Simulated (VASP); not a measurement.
A run of VASP 6.6.1:

File INCAR:

```
PREC = Accurate
ENCUT = 520
EDIFF = 1E-7
ISMEAR = -1
SIGMA = 0.05
LREAL = False
LASPH = True
NELM = 150
ALGO = Normal
ISIF = 2
LWAVE = False
LCHARG = False
ISPIN = 2
MAGMOM = 2 0
LORBIT = 11
LMAXMIX = 4
GGA = PE
NBANDS = 18
```

KPOINTS

```
Automatic mesh
0
Gamma
  12 12 12
```

File POSCAR:

```
CoO
1.0
   -1.5278448268      1.5278448268      2.1349805184
    1.5278448268     -1.5278448268      2.1349805184
    1.5278448268      1.5278448268     -2.1349805184
Co O
1 1
Direct
    0.0000000000      0.0000000000      0.0000000000
    0.5000000000      0.5000000000      0.0000000000
```

Potentials or basis: VASP PAW PBE potentials, release 64 (Co, O).

Command:

```console
$ cat potpaw_PBE.64/Co/POTCAR potpaw_PBE.64/O/POTCAR > POTCAR
$ mpirun -np 1 vasp_std > vasp.out
```

Hardware: 1 thread of AMD EPYC 9R45 96-Core Processor (Zen 5), on a shared host.

How long does it take, and how much memory?

It took 110 s on 1 thread of AMD EPYC 9R45 96-Core Processor (Zen 5) (shared host), peak memory 0.19 GiB. Counts: scf iterations 20, k points 163.
